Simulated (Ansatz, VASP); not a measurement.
# One calculation of SrCl2, two programs

File INCAR:

```
SYSTEM = SrCl2
PREC     = Accurate       ! precision mode
ENCUT    = 520            ! plane-wave cutoff, eV
EDIFF    = 1E-6           ! SCF threshold, eV
ISMEAR   = 0              ! smearing method
SIGMA    = 0.05           ! smearing width, eV
LREAL    = .False.        ! projectors in reciprocal space
LASPH    = .True.         ! aspherical terms in the spheres
NELM     = 100            ! most SCF steps
ALGO     = Normal         ! electronic algorithm
ISIF     = 2              ! what is computed and relaxed
LWAVE    = .False.        ! write WAVECAR
LCHARG   = .False.        ! write CHGCAR
GGA      = PS             ! functional
NBANDS   = 19             ! bands
```

Contents of KPOINTS:

```
Automatic mesh
0
Gamma
  8 8 6
  0 0 0
```

Contents of POSCAR:

```
SrCl2
1.0
    4.3804084604     -0.0438040846      0.0000000000
   -2.2281396802      3.8154470479      0.0000000000
    0.0000000000      0.0000000000      6.0784661408
Sr Cl
1 2
Direct
    0.0000000000      0.0000000000      0.0000000000
    0.3333333333      0.6666666667      0.2271595850
    0.6666666667      0.3333333333      0.7728404150
```

Input for Ansatz:

```yaml
crystal:
  lattice:
    - [4.3804084604, -0.0438040846, 0.0]
    - [-2.2281396802, 3.8154470479, 0.0]
    - [0.0, 0.0, 6.0784661408]
  atoms:
    - { symbol: Sr, position: [0.0, 0.0, 0.0] }
    - { symbol: Cl, position: [0.3333333333, 0.6666666667, 0.227159585] }
    - { symbol: Cl, position: [0.6666666667, 0.3333333333, 0.772840415] }
basis:
  ecutwfc: 420
  ecutrho_ratio: 4
kpoints:
  mp_grid: { grid: [8, 8, 6] }
hamiltonian:
  xc: pbesol
scf:
  occupations: { method: gaussian, width: 0.05 }
output:
  forces: true
  stress: true
  eigenvalues: true
```

Change from the starting cell: strain e6 = -0.02, atoms carried along.

Alike in both runs: task single point; functional PBEsol; k mesh 8 × 8 × 6; occupations gaussian, width 0.05 eV; no spin polarisation.

|  | VASP | Ansatz |
| --- | --- | --- |
| version | VASP 6.6.1 | Ansatz 0.2.0 |
| potentials or method | VASP PAW PBE potentials, release 64 (Sr_sv, Cl), cutoff 520 eV | scalar-relativistic, plane waves, PAW |
| valence electrons in the cell | 24 | 24 |

```csv
,VASP,Ansatz,Ansatz less VASP
gap on the k mesh at the Fermi level (eV),5.25,5.26,+0.009
least direct gap on the mesh (eV),5.25,5.26,+0.009
pressure (GPa),0.1,0.0,-0.12
"traceless stress, the component that is largest in VASP (GPa)",0.38,0.37,-0.005
rms of the force components (eV/Å),0.026,0.021,-0.0044
```

VASP's potentials were made for PBE, not for PBEsol. Atom by atom the forces differ by 0.013 eV/Å (rms over components).
